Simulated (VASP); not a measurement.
Input of a VASP 6.6.1 run:

The input INCAR:

```
PREC = Accurate ; ENCUT = 520
EDIFF = 1E-6 ; ISMEAR = 0
SIGMA = 0.05 ; LREAL = False
LASPH = True ; NELM = 60
ALGO = Normal ; ISIF = 2
LWAVE = False ; LCHARG = False
GGA = PE ; IVDW = 12
NBANDS = 50
```

File KPOINTS:

```
Automatic mesh
0
Gamma
  8 8 3
```

File POSCAR:

```
SnSe
1.0
    0.0000000000     -4.1672321195      0.0000000000
    0.0000000000      0.0000000000     -4.3883961024
   11.4836155581     -0.3471304356      0.3655533953
Sn Se
4 4
Direct
    0.6985492638      0.9553949110      0.6176558965
    0.2181507362      0.1279050890      0.3823441035
    0.1765007362      0.4774434386      0.8823441035
    0.7401992638      0.6058565614      0.1176558965
    0.7202623871      0.5527449322      0.3569941520
    0.1964376129      0.5305550678      0.6430058480
    0.2380876129      0.0349197064      0.1430058480
    0.6786123871      1.0483802936      0.8569941520
```

Potentials or basis: VASP PAW PBE potentials, release 64 (Sn_d, Se).

The run is started by

```bash
$ cat potpaw_PBE.64/Sn_d/POTCAR potpaw_PBE.64/Se/POTCAR > POTCAR
$ mpirun -np 1 vasp_std > vasp.out
```

(1) What does it give for the band gap on the k mesh?

(2) Estimate the dispersion energy per atom.

Results:

(1) 0.55 eV (least direct gap 0.92 eV).

(2) -0.368 eV.

Caveat: spin-orbit coupling is left out, which moves the levels of the heavy elements; an odd mesh through Γ misses points on the zone boundary, where band edges can lie.
